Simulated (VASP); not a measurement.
Write the native input for VASP 6.6.1 that does the following.

| Property | Result |
| --- | --- |
| Task | single point |
| Functional | r2SCAN |
| Potentials or basis | VASP PAW PBE potentials, release 64 (Ba_sv) |
| Cutoff | 520 eV |
| k mesh | 9 × 9 × 9 |
| Occupations | methfessel-paxton, width 0.6 eV |
| Spin | no spin polarisation |
| Dipole correction | no |
| Further INCAR settings | ALGO = Normal; EDIFF = 1e-06; NBANDS = 11 |

Crystal: Ba.

```
CELL_PARAMETERS angstrom
-2.53679 2.53679 2.53679
2.53679 -2.53679 2.53679
2.53679 2.53679 -2.53679
ATOMIC_POSITIONS crystal
Ba 0.00000 0.00000 0.00000
```

These files were run (other wordings do the same):

POSCAR

```
Ba
1.0
   -2.5367939014      2.5367939014      2.5367939014
    2.5367939014     -2.5367939014      2.5367939014
    2.5367939014      2.5367939014     -2.5367939014
Ba
1
Direct
    0.0000000000      0.0000000000      0.0000000000
```

INCAR.step1

```
SYSTEM = Ba
PREC = Accurate ; ENCUT = 520
ISMEAR = 1 ; SIGMA = 0.6
LREAL = .False. ; LASPH = .True.
NELM = 80 ; NBANDS = 11
GGA = PE ; ALGO = Normal
EDIFF = 1E-4 ; LWAVE = .True.
LCHARG = .False.
```

INCAR.step2

```
SYSTEM = Ba
PREC = Accurate ; ENCUT = 520
EDIFF = 1E-6 ; ISMEAR = 1
SIGMA = 0.6 ; LREAL = .False.
LASPH = .True. ; NELM = 80
ALGO = Normal ; ISIF = 2
LWAVE = .False. ; LCHARG = .False.
METAGGA = R2SCAN ; LMIXTAU = .True.
NBANDS = 11 ; ISTART = 1
```

KPOINTS

```
regular mesh
0
Gamma
  9 9 9
  0 0 0
```

Potentials or basis: VASP PAW PBE potentials, release 64 (Ba_sv).

Command:

```bash
$ cat potpaw_PBE.64/Ba_sv/POTCAR > POTCAR
$ cp INCAR.step1 INCAR
$ mpirun -np 1 vasp_std > vasp.out
$ cp INCAR.step2 INCAR
$ mpirun -np 1 vasp_std > vasp.out
```

Results of the run:

| Item | Value |
| --- | --- |
| Pressure | 0.0 GPa |
| Band gap on the k mesh | zero (bands 5 and 6 overlap by 0.94 eV) |

Caveat: so wide a smearing shifts energies and pressures; the PAW data sets were made with another functional, which shifts forces and pressure a little; spin-orbit coupling is left out, which moves the levels of the heavy elements.

Run time: 65 s on 1 thread of Intel(R) Xeon(R) Platinum 8488C (Sapphire Rapids), with other jobs on the host, peak memory 0.21 GiB.
